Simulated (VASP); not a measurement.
# Hg (P6/mmm) in VASP: a series of runs

The runs below take Hg through single point, relaxation of cell and atoms, with PBE+D3(BJ).

All numbers are computed with VASP 6.6.1; they aren't measurements. Logs are shortened: lines on timing, memory, paths and dates and some standing lists are left out, and cuts for length are marked.

### Step 1. The cell of the first run

It takes space group P6/mmm (No. 191, hexagonal). Conventional cell: a = 5.328 Å, b = 5.328 Å, c = 3.140 Å, α = 90.00°, β = 90.00°, γ = 120.00°. Hg (site symmetry -6m2) has 11 Hg at 3.08 to 3.45 Å within 4.0 Å. Within 4.1 Å of Hg (site symmetry 6/mmm) lie 14 Hg at 3.14 to 3.45 Å.

### Step 2. Single point, PBE+D3(BJ)

File INCAR:

```
  PREC = Accurate
  ENCUT = 520
  EDIFF = 1E-6
  ISMEAR = 0
  SIGMA = 0.1
  LREAL = False
  LASPH = True
  NELM = 80
  ALGO = Fast
  ISIF = 2
  LWAVE = False
  LCHARG = False
  GGA = PE
  IVDW = 12
  NBANDS = 25
```

File KPOINTS:

```
Automatic mesh
0
Gamma
  9 9 14
```

File POSCAR:

```
Hg
1.0
    5.3280055024      0.0000000000      0.0000000000
   -2.6640027512      4.6141881166      0.0000000000
    0.0000000000      0.0000000000      3.1395783378
Hg
3
Direct
    0.3333333333      0.6666666667      0.5000000000
    0.6666666667      0.3333333333      0.5000000000
    0.0000000000      0.0000000000      0.0000000000
```

Potentials or basis: VASP PAW PBE potentials, release 64 (Hg).

Run with:

```sh
cat potpaw_PBE.64/Hg/POTCAR > POTCAR
mpirun -np 1 vasp_std > vasp.out
```

OUTCAR:

```text
PREC = Accurate
   ENCUT = 520
   EDIFF = 1E-6
   ISMEAR = 0
   LREAL = False
   LASPH = True
   NELM = 80
   ISIF = 2
   GGA = PE
   IVDW = 12
 IVDW          = 12

 ion  position               nearest neighbor table
   1  0.333  0.667  0.500-   2 3.08   2 3.08   2 3.08   3 3.45   3 3.45   3 3.45   3 3.45   3 3.45
                             3 3.45
   2  0.667  0.333  0.500-   1 3.08   1 3.08   1 3.08   3 3.45   3 3.45   3 3.45   3 3.45   3 3.45
                             3 3.45
   3  0.000  0.000  0.000-   1 3.45   2 3.45   1 3.45   2 3.45   2 3.45   2 3.45   1 3.45   1 3.45
                             2 3.45   2 3.45   1 3.45   1 3.45

  LATTYP: Found a hexagonal cell.
 ALAT       =     5.3280055024
 C/A-ratio  =     0.5892595900

  Lattice vectors:

 A1 = (   5.3280055024,   0.0000000000,   0.0000000000)
 A2 = (  -2.6640027512,   4.6141881166,   0.0000000000)
 A3 = (   0.0000000000,   0.0000000000,   3.1395783378)

Analysis of symmetry for initial positions (statically):
=====================================================================
 Subroutine PRICEL returns:
 Original cell was already a primitive cell.

 Routine SETGRP: Setting up the symmetry group for a
 hexagonal supercell.

 Subroutine GETGRP returns: Found 24 space group operations
 (whereof 24 operations were pure point group operations)
 out of a pool of 24 trial point group operations.

The static configuration has the point symmetry D_6h.

Analysis of symmetry for dynamics (positions and initial velocities):
=====================================================================
 Subroutine PRICEL returns:
 Original cell was already a primitive cell.

 Routine SETGRP: Setting up the symmetry group for a
 hexagonal supercell.

 Subroutine GETGRP returns: Found 24 space group operations
 (whereof 24 operations were pure point group operations)
 out of a pool of 24 trial point group operations.

The dynamic configuration has the point symmetry D_6h.

 Subroutine INISYM returns: Found 24 space group operations
 (whereof 24 operations are pure point group operations),
 and found     1 'primitive' translations

----------------------------------------------------------------------------------------

                                     Primitive cell

  volume of cell :      77.1847

  direct lattice vectors                    reciprocal lattice vectors
     5.328005502  0.000000000  0.000000000     0.187687494  0.108361425  0.000000000
    -2.664002751  4.614188117  0.000000000     0.000000000  0.216722850  0.000000000
     0.000000000  0.000000000  3.139578338     0.000000000  0.000000000  0.318514110

  length of vectors
     5.328005502  5.328005502  3.139578338     0.216722850  0.216722850  0.318514110

  position of ions in fractional coordinates (direct lattice)
     0.333333333  0.666666667  0.500000000
     0.666666667  0.333333333  0.500000000
     0.000000000  0.000000000  0.000000000

  ion indices of the primitive-cell ions
   primitive index   ion index
                 1           1
                 2           2
                 3           3

----------------------------------------------------------------------------------------

 KPOINTS: Automatic mesh

Automatic generation of k-mesh.
 Grid dimensions read from file:
 generate k-points for:    9    9   14

 Generating k-lattice:

  Cartesian coordinates                     Fractional coordinates (reciprocal lattice)
     0.020854166  0.012040158  0.000000000     0.111111111 -0.000000000  0.000000000
     0.000000000  0.024080317  0.000000000     0.000000000  0.111111111  0.000000000
     0.000000000  0.000000000  0.022751008     0.000000000  0.000000000  0.071428571

  Length of vectors
     0.024080317  0.024080317  0.022751008

  Shift w.r.t. Gamma in fractional coordinates (k-lattice)
     0.000000000  0.000000000  0.000000000

 Subroutine IBZKPT returns following result:
 ===========================================

 Found     96 irreducible k-points:

 Following reciprocal coordinates:
            Coordinates               Weight
  0.000000  0.000000  0.000000      1.000000
  0.111111 -0.000000  0.000000      6.000000
  0.222222 -0.000000  0.000000      6.000000
  0.333333 -0.000000  0.000000      6.000000
  0.444444 -0.000000  0.000000      6.000000
  0.111111  0.111111  0.000000      6.000000
[... 16 lines left out ...]
  0.333333  0.222222  0.071429     24.000000
  0.333333  0.333333  0.071429      4.000000
 [... further k-points ...]
   k-points           NKPTS =     96   k-points in BZ     NKDIM =     96   number of bands    NBANDS=     25
   number of dos      NEDOS =    301   number of ions     NIONS =      3
   total plane-waves  NPLWV =  38400
   dimension x,y,z NGX =    40 NGY =   40 NGZ =   24
   dimension x,y,z NGXF=    80 NGYF=   80 NGZF=   48
   ions per type =               3
   NGX,Y,Z   is equivalent  to a cutoff of  12.48, 12.48, 12.71 a.u.
   NGXF,Y,Z  is equivalent  to a cutoff of  24.96, 24.96, 25.42 a.u.
 SYSTEM =  unknown system
   PREC   = accura    normal or accurate (medium, high low for compatibility)
   ISTART =      0    job   : 0-new  1-cont  2-samecut
   ICHARG =      2    charge: 1-file 2-atom 10-const
   ISPIN  =      1    spin polarized calculation?
   LNONCOLLINEAR =      F non collinear calculations
   LSORBIT =      F    spin-orbit coupling
   LASPH  =      T    aspherical Exc in radial PAW
   ENCUT  =  520.0 eV  38.22 Ry    6.18 a.u.   9.91  9.91  5.84*2*pi/ulx,y,z
   NELM   =     80;   NELMIN=  2; NELMDL= -5     # of ELM steps
   EDIFF  = 0.1E-05   stopping-criterion for ELM
   LREAL  =      F    real-space projection
   EDIFFG = 0.1E-04   stopping-criterion for IOM
   NSW    =      0    number of steps for IOM
   IBRION =     -1    ionic relax: 0-MD 1-quasi-New 2-CG
   NFREE  =      0    steps in history (QN), initial steepest desc. (CG)
   ISIF   =      2    stress and relaxation
   ISYM   =      2    0-nonsym 1-usesym 2-fastsym
   POTIM  = 0.5000    time-step for ionic-motion
   TEBEG  =    0.0;   TEEND  =   0.0 temperature during run
   PSTRESS=    0.0 pullay stress
   NELECT =      36.0000    total number of electrons
   NUPDOWN=      -1.0000    fix difference up-down
   EMIN   =  10.00;   EMAX   =-10.00  energy-range for DOS
   EFERMI =   0.00;   METHOD = LEGACY
   ISMEAR =     0;   SIGMA  =   0.10  broadening in eV -4-tet -1-fermi 0-gaus
   EFERMI_NEDOS =   21; number of points for ismear=-14 and -15
   IALGO  =     68    algorithm
   IMIX   =      4    mixing-type and parameters
     AMIX     =   0.40;   BMIX     =  1.00
     AMIX_MAG =   1.60;   BMIX_MAG =  1.00
  volume/ion in A,a.u.               =      25.73       173.62
  Fermi-wavevector in a.u.,A,eV,Ry     =   1.269595  2.399187 21.930846  1.611872
  Thomas-Fermi vector in A             =   2.402628
   LORBIT       =      0    0 simple, 1 ext, 2 COOP (PROOUT), +10 PAW based schemes
   GGA     = PE    functional components
   LHFCALC =     F    Hartree Fock is set to
   AEXX    =    0.0000 exact exchange contribution
   IVDW    =    12    specifies the selected vdW correction
   LEPSILON=     F    determine dielectric tensor
   LRPA    =     F    only Hartree local field effects (RPA)
 non-spin polarized calculation
 RMM-DIIS sequential band-by-band and
 Gauss-broadening in eV      SIGMA  =   0.10
  energy-cutoff  :      520.00
  volume of cell :       77.18
 maximum number of plane-waves:      2106
 NGX is ok and might be reduce to    40
   NGX = 19   NGY = 19   NGZ = 11

 number of electron      35.9999998 magnetization

 Free energy of the ion-electron system (eV)
  ---------------------------------------------------
  ext. energy  EPLUGINS =         0.00000000
  ---------------------------------------------------
  free energy    TOTEN  =        -0.46172553 eV

  energy without entropy =       -0.46032264  energy(sigma->0) =       -0.46102408

 E-fermi :   2.1210     XC(G=0): -10.3791

 val. band max:        2.0585023261   @ k =   0.2222  -0.0000   0.0000
 cond. band min:       2.1662966920   @ k =   0.2222   0.2222   0.4286
 fundamental gap:      0.1077943658
 Fermi energy:         2.1209818953

 k-point     1 :       0.0000    0.0000    0.0000
  band No.  band energies     occupation
      1      -6.2965      2.00000
      2      -5.5295      2.00000
      3      -5.0661      2.00000
      4      -4.8784      2.00000
      5      -4.7028      2.00000
      6      -4.7028      2.00000
[... 17 lines left out ...]
     24      15.3087      0.00000
     25      16.5476      0.00000

 k-point     2 :       0.1111   -0.0000    0.0000
  band No.  band energies     occupation
      1      -6.1963      2.00000
      2      -5.5123      2.00000
      3      -5.0849      2.00000
      4      -4.9265      2.00000
      5      -4.8062      2.00000
      6      -4.8038      2.00000
[... 17 lines left out ...]
     24      15.2376      0.00000
     25      15.5907      0.00000

 k-point     3 :       0.2222   -0.0000    0.0000
  band No.  band energies     occupation
      1      -5.9125      2.00000
      2      -5.4647      2.00000
      3      -5.1531      2.00000
      4      -5.1001      2.00000
      5      -4.9193      2.00000
      6      -4.8680      2.00000
[... 17 lines left out ...]
     24      13.4192      0.00000
     25      14.2722      0.00000

 k-point     4 :       0.3333   -0.0000    0.0000
  band No.  band energies     occupation
      1      -5.5336      2.00000
      2      -5.4133      2.00000
      3      -5.3015      2.00000
      4      -5.1632      2.00000
      5      -4.9903      2.00000
      6      -4.8921      2.00000
[... 17 lines left out ...]
     24      11.7470      0.00000
     25      12.6178      0.00000

 k-point     5 :       0.4444   -0.0000    0.0000
  band No.  band energies     occupation
      1      -5.4868      2.00000
      2      -5.3319      2.00000
      3      -5.2566      2.00000
      4      -5.1373      2.00000
      5      -5.0214      2.00000
      6      -4.8465      2.00000
[... 17 lines left out ...]
     24      10.9731      0.00000
     25      12.6525      0.00000

 k-point     6 :       0.1111    0.1111    0.0000
  band No.  band energies     occupation
      1      -6.0046      2.00000
      2      -5.4798      2.00000
      3      -5.1187      2.00000
      4      -5.0450      2.00000
      5      -4.9320      2.00000
      6      -4.8446      2.00000
[... 17 lines left out ...]
     24      13.7141      0.00000
     25      15.3599      0.00000
[... 393 lines left out ...]
 k-point    21 :       0.4444    0.1111    0.0714
  band No.  band energies     occupation
      1      -5.4631      2.00000
      2      -5.2299      2.00000
      3      -5.2208      2.00000
      4      -5.1260      2.00000
      5      -4.9621      2.00000
      6      -4.9466      2.00000
[... 17 lines left out ...]
     24      11.2383      0.00000
     25      12.2114      0.00000

 k-point    22 :       0.2222    0.2222    0.0714
  band No.  band energies     occupation
      1      -5.4270      2.00000
      2      -5.3046      2.00000
      3      -5.2082      2.00000
      4      -5.1866      2.00000
      5      -5.0897      2.00000
      6      -4.8830      2.00000
[... 17 lines left out ...]
     24      11.2036      0.00000
     25      13.5497      0.00000

 k-point    23 :       0.3333    0.2222    0.0714
  band No.  band energies     occupation
      1      -5.4753      2.00000
      2      -5.2503      2.00000
      3      -5.2279      2.00000
      4      -5.1376      2.00000
      5      -5.1107      2.00000
      6      -4.9154      2.00000
[... 17 lines left out ...]
     24      12.0073      0.00000
     25      12.3890      0.00000

 k-point    24 :       0.3333    0.3333    0.0714
  band No.  band energies     occupation
      1      -5.5042      2.00000
      2      -5.2310      2.00000
      3      -5.2310      2.00000
      4      -5.1484      2.00000
      5      -5.1484      2.00000
      6      -4.9217      2.00000
[... 17 lines left out ...]
     24      12.2238      0.00000
     25      12.6783      0.00000

 [... further k-points ...]

------------------------ aborting loop because EDIFF is reached ----------------------------------------

 Edisp (eV)   -1.22294

 E8    (eV) :    -0.5553

  FORCE on cell =-STRESS in cart. coord.  units (eV):
  Direction    XX          YY          ZZ          XY          YZ          ZX
  --------------------------------------------------------------------------------------
  -------------------------------------------------------------------------------------
  Total       0.09371     0.09371     0.12084     0.00000     0.00000     0.00000
  in kB       1.94518     1.94518     2.50840     0.00000     0.00000     0.00000
  external pressure =        2.13 kB  Pullay stress =        0.00 kB

 VOLUME and BASIS-vectors are now :
 -----------------------------------------------------------------------------
  energy-cutoff  :      520.00
  volume of cell :       77.18
      direct lattice vectors                 reciprocal lattice vectors
     5.328005502  0.000000000  0.000000000     0.187687494  0.108361425  0.000000000
    -2.664002751  4.614188117  0.000000000     0.000000000  0.216722850  0.000000000
     0.000000000  0.000000000  3.139578338     0.000000000  0.000000000  0.318514110

 POSITION                                       TOTAL-FORCE (eV/Angst)
 -----------------------------------------------------------------------------------
     -0.00000      3.07613      1.56979         0.000000     -0.000000      0.000000
      2.66400      1.53806      1.56979         0.000000      0.000000     -0.000000
      0.00000      0.00000      0.00000         0.000000      0.000000      0.000000
 -----------------------------------------------------------------------------------
    total drift:                                0.000000     -0.000000      0.000000

  FREE ENERGIE OF THE ION-ELECTRON SYSTEM (eV)
  ---------------------------------------------------
  free  energy   TOTEN  =        -1.6846683026 eV

  energy  without entropy=       -1.6832654028  energy(sigma->0) =       -1.68396685
```

It took 2.2 min on 1 thread of Oxide Virtual Turin-like, shared host; peak memory 0.25 GiB.

What came out:

```yaml
Free_energy: -1.6847 eV
Pressure: 0.2 GPa
Band_gap_on_the_k_mesh: zero (band 18 reaches 4.60 eV, above the bottom of band 19 at 1.02 eV)
Dispersion_energy_per_atom: -0.408 eV
```

Levels at points of the mesh, in eV from the Fermi level:
| k point | band 14 | band 15 | band 16 | band 17 | band 18 | band 19 | band 20 | band 21 | band 22 | band 23 |
| --- | --- | --- | --- | --- | --- | --- | --- | --- | --- | --- |
| (0.00, 0.00, 0.00) | -6.25 | -5.75 | -5.75 | -1.26 | -0.86 | 1.84 | 1.84 | 1.91 | 1.91 | 8.36 |
| (0.00, 0.00, 0.50) | -5.87 | -5.48 | -3.23 | -2.78 | 2.48 | 3.23 | 3.36 | 3.71 | 4.15 | 4.15 |

Caveat: spin-orbit coupling is left out, which moves the levels of the heavy elements; pairwise dispersion overbinds metals, which lowers pressure and volume.

[end of part 1 of 2]
